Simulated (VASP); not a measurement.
# CdS (R3m) in VASP: single point with PBE

Aim: the single point of CdS with PBE.

Program: VASP 6.6.1. These are calculated values, not measurements. Logs are shortened: lines on timing, memory, paths and dates and some standing lists are left out, and cuts for length are marked.

## Step 1: The cell of the first run

It takes space group R3m (No. 160, trigonal). The conventional cell has a = 4.197 Å, b = 4.197 Å, c = 40.966 Å, α = 90.00°, β = 90.00°, γ = 120.00°. Cd (site symmetry 3m) has 3 S at 2.57 Å within 3.4 Å. Cd (site symmetry 3m) has 4 S at 2.57 Å within 3.4 Å. Cd (site symmetry 3m) has 4 S at 2.57 Å within 3.4 Å. Cd (site symmetry 3m) has 4 S at 2.57 Å within 3.4 Å. S (site symmetry 3m) has 3 Cd at 2.57 Å within 3.4 Å. Within 3.4 Å of S (site symmetry 3m) lie 4 Cd at 2.57 Å. S (site symmetry 3m) has 4 Cd at 2.57 Å within 3.4 Å. S (site symmetry 3m) has 4 Cd at 2.57 Å within 3.4 Å.

## Step 2: Single point, PBE

The input, INCAR:

```
SYSTEM = CdS
PREC = Accurate
ENCUT = 520
EDIFF = 1E-6
ISMEAR = 0
SIGMA = 0.05
LREAL = .FALSE.
LASPH = .TRUE.
NELM = 60
ALGO = Normal
ISIF = 2
LWAVE = .FALSE.
LCHARG = .FALSE.
GGA = PE
NBANDS = 46
ISYM = 0
```

The input, KPOINTS:

```
Automatic mesh
0
G
  7 7 2
  0 0 0
```

The input, POSCAR:

```
CdS
1.0
   -2.0985806452     -3.6348483013      0.0000000000
    2.0985806452     -3.6348483013      0.0000000000
    0.0000000000     -4.8464644017     13.6554617430
Cd S
4 4
Direct
    0.0627811639      0.0627811639      0.9058282541
    0.3961144973      0.3961144973      0.4058282541
    0.2294478306      0.2294478306      0.1558282541
   -0.1038855027     -0.1038855027      0.6558282541
    0.6038855027      0.6038855027      0.0941717459
    0.2705521694      0.2705521694      0.5941717459
    0.1038855027      0.1038855027      0.3441717459
   -0.2294478306     -0.2294478306      0.8441717459
```

Potentials or basis: VASP PAW PBE potentials, release 64 (Cd, S).

Started as:

```sh
$ cat potpaw_PBE.64/Cd/POTCAR potpaw_PBE.64/S/POTCAR > POTCAR
$ mpirun -np 1 vasp_std > vasp.out
```

OUTCAR:

```text
SYSTEM = CdS
   PREC = Accurate
   ENCUT = 520
   EDIFF = 1E-6
   ISMEAR = 0
   LREAL = .FALSE.
   LASPH = .TRUE.
   NELM = 60
   ISIF = 2
   GGA = PE
   ISYM = 0

 ion  position               nearest neighbor table
   1  0.063  0.063  0.906-   8 2.57   8 2.57   8 2.57
   2  0.396  0.396  0.406-   7 2.57   7 2.57   7 2.57   6 2.57
   3  0.229  0.229  0.156-   5 2.57   5 2.57   5 2.57   7 2.57
   4  0.896  0.896  0.656-   6 2.57   6 2.57   6 2.57   8 2.57
   5  0.604  0.604  0.094-   3 2.57   3 2.57   3 2.57
   6  0.271  0.271  0.594-   4 2.57   4 2.57   4 2.57   2 2.57
   7  0.104  0.104  0.344-   2 2.57   2 2.57   2 2.57   3 2.57
   8  0.771  0.771  0.844-   1 2.57   1 2.57   1 2.57   4 2.57

IMPORTANT INFORMATION: All symmetrisations will be switched off!
NOSYMM: (Re-)initialisation of all symmetry stuff for point group C_1.

----------------------------------------------------------------------------------------

                                     Primitive cell

  volume of cell :     208.3283

  direct lattice vectors                    reciprocal lattice vectors
    -2.098580645 -3.634848301  0.000000000    -0.238256272 -0.137557322 -0.048820514
     2.098580645 -3.634848301  0.000000000     0.238256272 -0.137557322 -0.048820514
     0.000000000 -4.846464402 13.655461743     0.000000000  0.000000000  0.073230772

  length of vectors
     4.197161290  4.197161290 14.489991463     0.279412796  0.279412796  0.073230772

  position of ions in fractional coordinates (direct lattice)
     0.062781164  0.062781164  0.905828254
     0.396114497  0.396114497  0.405828254
     0.229447831  0.229447831  0.155828254
     0.896114497  0.896114497  0.655828254
     0.603885503  0.603885503  0.094171746
     0.270552169  0.270552169  0.594171746
     0.103885503  0.103885503  0.344171746
     0.770552169  0.770552169  0.844171746

  ion indices of the primitive-cell ions
   primitive index   ion index
                 1           1
                 2           2
                 3           3
                 4           4
                 5           5
                 6           6
                 7           7
                 8           8

----------------------------------------------------------------------------------------

 KPOINTS: Automatic mesh

Automatic generation of k-mesh.
 Grid dimensions read from file:
 generate k-points for:    7    7    2

 Generating k-lattice:

  Cartesian coordinates                     Fractional coordinates (reciprocal lattice)
    -0.034036610 -0.019651046 -0.006974359     0.142857143  0.000000000 -0.000000000
     0.034036610 -0.019651046 -0.006974359     0.000000000  0.142857143 -0.000000000
     0.000000000  0.000000000  0.036615386     0.000000000  0.000000000  0.500000000

  Length of vectors
     0.039916114  0.039916114  0.036615386

  Shift w.r.t. Gamma in fractional coordinates (k-lattice)
     0.000000000  0.000000000  0.000000000

 -----------------------------------------------------------------------------
|                                                                             |
|           W    W    AA    RRRRR   N    N  II  N    N   GGGG   !!!           |
|           W    W   A  A   R    R  NN   N  II  NN   N  G    G  !!!           |
|           W    W  A    A  R    R  N N  N  II  N N  N  G       !!!           |
|           W WW W  AAAAAA  RRRRR   N  N N  II  N  N N  G  GGG   !            |
|           WW  WW  A    A  R   R   N   NN  II  N   NN  G    G                |
|           W    W  A    A  R    R  N    N  II  N    N   GGGG   !!!           |
|                                                                             |
|     Your reciprocal lattice and k-lattice belong to different lattice       |
|     classes:                                                                |
|                                                                             |
|        The reciprocal lattice is rhombohedral (trigonal),                   |
|        whereas your k-lattice is base-centered monoclinic.                  |
|                                                                             |
|     Results are often still useful ...                                      |
|                                                                             |
 -----------------------------------------------------------------------------

 WARNING: IBZKPT: internal override: KBLOWUP is changed to .FALSE.
      ... skipping the blow-up phase ...

 Subroutine IBZKPT returns following result:
 ===========================================

 Found     50 irreducible k-points:

 Following reciprocal coordinates:
            Coordinates               Weight
  0.000000  0.000000  0.000000      1.000000
  0.142857  0.000000  0.000000      2.000000
  0.285714  0.000000 -0.000000      2.000000
  0.428571 -0.000000  0.000000      2.000000
  0.000000  0.142857  0.000000      2.000000
  0.142857  0.142857  0.000000      2.000000
[... 16 lines left out ...]
 -0.428571  0.428571  0.000000      2.000000
 -0.285714  0.428571  0.000000      2.000000
 [... further k-points ...]
   k-points           NKPTS =     50   k-points in BZ     NKDIM =     50   number of bands    NBANDS=     46
   number of dos      NEDOS =    301   number of ions     NIONS =      8
   total plane-waves  NPLWV = 110592
   dimension x,y,z NGX =    32 NGY =   32 NGZ =  108
   dimension x,y,z NGXF=    64 NGYF=   64 NGZF=  216
   ions per type =               4   4
   NGX,Y,Z   is equivalent  to a cutoff of  12.67, 12.67, 12.39 a.u.
   NGXF,Y,Z  is equivalent  to a cutoff of  25.35, 25.35, 24.78 a.u.
 SYSTEM =  CdS
   PREC   = accura    normal or accurate (medium, high low for compatibility)
   ISTART =      0    job   : 0-new  1-cont  2-samecut
   ICHARG =      2    charge: 1-file 2-atom 10-const
   ISPIN  =      1    spin polarized calculation?
   LNONCOLLINEAR =      F non collinear calculations
   LSORBIT =      F    spin-orbit coupling
   LASPH  =      T    aspherical Exc in radial PAW
   ENCUT  =  520.0 eV  38.22 Ry    6.18 a.u.   7.80  7.80 26.94*2*pi/ulx,y,z
   NELM   =     60;   NELMIN=  2; NELMDL= -5     # of ELM steps
   EDIFF  = 0.1E-05   stopping-criterion for ELM
   LREAL  =      F    real-space projection
   EDIFFG = 0.1E-04   stopping-criterion for IOM
   NSW    =      0    number of steps for IOM
   IBRION =     -1    ionic relax: 0-MD 1-quasi-New 2-CG
   NFREE  =      0    steps in history (QN), initial steepest desc. (CG)
   ISIF   =      2    stress and relaxation
   ISYM   =      0    0-nonsym 1-usesym 2-fastsym
   POTIM  = 0.5000    time-step for ionic-motion
   TEBEG  =    0.0;   TEEND  =   0.0 temperature during run
   PSTRESS=    0.0 pullay stress
   NELECT =      72.0000    total number of electrons
   NUPDOWN=      -1.0000    fix difference up-down
   EMIN   =  10.00;   EMAX   =-10.00  energy-range for DOS
   EFERMI =   0.00;   METHOD = LEGACY
   ISMEAR =     0;   SIGMA  =   0.05  broadening in eV -4-tet -1-fermi 0-gaus
   EFERMI_NEDOS =   21; number of points for ismear=-14 and -15
   IALGO  =     38    algorithm
   IMIX   =      4    mixing-type and parameters
     AMIX     =   0.40;   BMIX     =  1.00
     AMIX_MAG =   1.60;   BMIX_MAG =  1.00
  volume/ion in A,a.u.               =      26.04       175.73
  Fermi-wavevector in a.u.,A,eV,Ry     =   1.148866  2.171043 17.958250  1.319894
  Thomas-Fermi vector in A             =   2.285539
   LORBIT       =      0    0 simple, 1 ext, 2 COOP (PROOUT), +10 PAW based schemes
   GGA     = PE    functional components
   LHFCALC =     F    Hartree Fock is set to
   AEXX    =    0.0000 exact exchange contribution
   IVDW    =     0    specifies the selected vdW correction
   LEPSILON=     F    determine dielectric tensor
   LRPA    =     F    only Hartree local field effects (RPA)
 non-spin polarized calculation
 Gauss-broadening in eV      SIGMA  =   0.05
  energy-cutoff  :      520.00
  volume of cell :      208.33
 maximum number of plane-waves:      5642
   NGX = 15   NGY = 15   NGZ = 53

 number of electron      72.0000008 magnetization

 Free energy of the ion-electron system (eV)
  ---------------------------------------------------
  ext. energy  EPLUGINS =         0.00000000
  ---------------------------------------------------
  free energy    TOTEN  =       -23.83885779 eV

  energy without entropy =      -23.83885779  energy(sigma->0) =      -23.83885779

 E-fermi :   1.4156     XC(G=0):  -8.9627

 val. band max:        1.1707891606   @ k =   0.0000   0.0000   0.0000
 cond. band min:       1.6258917070   @ k =   0.0000   0.0000   0.0000
 fundamental gap:      0.4551025464
 Fermi energy:         1.4155986090

 k-point     1 :       0.0000    0.0000    0.0000
  band No.  band energies     occupation
      1     -11.4950      2.00000
      2     -11.0229      2.00000
      3     -10.7192      2.00000
      4     -10.3078      2.00000
      5      -7.2079      2.00000
      6      -7.2079      2.00000
[... 38 lines left out ...]
     45       7.5801      0.00000
     46       7.5801      0.00000

 k-point     2 :       0.1429    0.0000    0.0000
  band No.  band energies     occupation
      1     -11.4436      2.00000
      2     -10.9750      2.00000
      3     -10.6724      2.00000
      4     -10.2627      2.00000
      5      -7.1780      2.00000
      6      -7.1678      2.00000
[... 38 lines left out ...]
     45       7.4238      0.00000
     46       7.6761      0.00000

 k-point     3 :       0.2857    0.0000   -0.0000
  band No.  band energies     occupation
      1     -11.3285      2.00000
      2     -10.8664      2.00000
      3     -10.5687      2.00000
      4     -10.1602      2.00000
      5      -7.1168      2.00000
      6      -7.0722      2.00000
[... 1018 lines left out ...]
     45       7.3910      0.00000
     46       8.0662      0.00000

 k-point    24 :      -0.2857    0.4286    0.0000
  band No.  band energies     occupation
      1     -11.2027      2.00000
      2     -10.7455      2.00000
      3     -10.4560      2.00000
      4     -10.0451      2.00000
      5      -7.0886      2.00000
      6      -6.9445      2.00000
[... 38 lines left out ...]
     45       7.4798      0.00000
     46       7.7561      0.00000

 [... further k-points ...]
[... 5 lines left out ...]
  --------------------------------------------------------------------------------------
  -------------------------------------------------------------------------------------
  Total       -1.1264207     -1.1272424      1.5058241     -0.0000002     -0.0022907     -0.0000006
  in kB       -8.6628914     -8.6692105     11.5807447     -0.0000014     -0.0176166     -0.0000046
  external PRESSURE =      -1.9171191 kB  Pullay stress =       0.0000000 kB

 VOLUME and BASIS-vectors are now :
 -----------------------------------------------------------------------------
  energy-cutoff  :      520.00
  volume of cell :      208.33
      direct lattice vectors                 reciprocal lattice vectors
    -2.098580645 -3.634848301  0.000000000    -0.238256272 -0.137557322 -0.048820514
     2.098580645 -3.634848301  0.000000000     0.238256272 -0.137557322 -0.048820514
     0.000000000 -4.846464402 13.655461743     0.000000000  0.000000000  0.073230772

 POSITION                                       TOTAL-FORCE (eV/Angst)
 -----------------------------------------------------------------------------------
      0.00000     -4.84646     12.36950         0.000000     -0.000150      0.132163
      0.00000     -4.84646      5.54177        -0.000000      0.000129     -0.203367
      0.00000     -2.42323      2.12791         0.000001     -0.000306      0.099820
      0.00000     -9.69293      8.95564         0.000000      0.000196     -0.207823
      0.00000     -4.84646      1.28596         0.000000      0.000251     -0.190024
      0.00000     -4.84646      8.11369        -0.000000     -0.000055      0.170424
      0.00000     -2.42323      4.69982        -0.000000      0.000266      0.211360
      0.00000     -9.69293     11.52755        -0.000001     -0.000332     -0.012552
 -----------------------------------------------------------------------------------
    total drift:                                0.000001      0.000229     -0.000455

  FREE ENERGIE OF THE ION-ELECTRON SYSTEM (eV)
  ---------------------------------------------------
  free  energy   TOTEN  =       -23.8388577883 eV

  energy  without entropy=      -23.8388577883  energy(sigma->0) =      -23.83885779
```

Wall time 9.6 min (1 thread of AMD EPYC 7R13 (Zen 3), shared host); peak memory 0.51 GiB.

Results:

| Quantity | Value |
| --- | --- |
| Free energy | -23.8389 eV |
| Pressure | -0.2 GPa |
| Largest force | 0.211 eV/Å |
| Band gap on the k mesh | 0.46 eV, direct |

Forces in eV/Å, atoms in the order of the input:
```
Cd   0.000  0.000  0.132
Cd   0.000  0.000 -0.203
Cd   0.000  0.000  0.100
Cd   0.000  0.000 -0.208
S    0.000  0.000 -0.190
S    0.000  0.000  0.170
S    0.000  0.000  0.211
S    0.000  0.000 -0.013
```

Stress tensor (GPa, compression positive):
```
-0.87  0.00  0.00
 0.00 -0.87  0.00
 0.00  0.00  1.16
```

Levels at points of the mesh, in eV from the valence-band top:
| k point | band 33 | band 34 | band 35 | band 36 | band 37 | band 38 | band 39 | band 40 |
| --- | --- | --- | --- | --- | --- | --- | --- | --- |
| (0.00, 0.00, 0.00) | -0.36 | -0.05 | -0.05 | 0.00 | 0.46 | 2.03 | 2.55 | 2.71 |
| (0.00, 0.00, 0.50) | -0.39 | -0.39 | -0.03 | -0.03 | 0.98 | 1.85 | 2.47 | 2.83 |
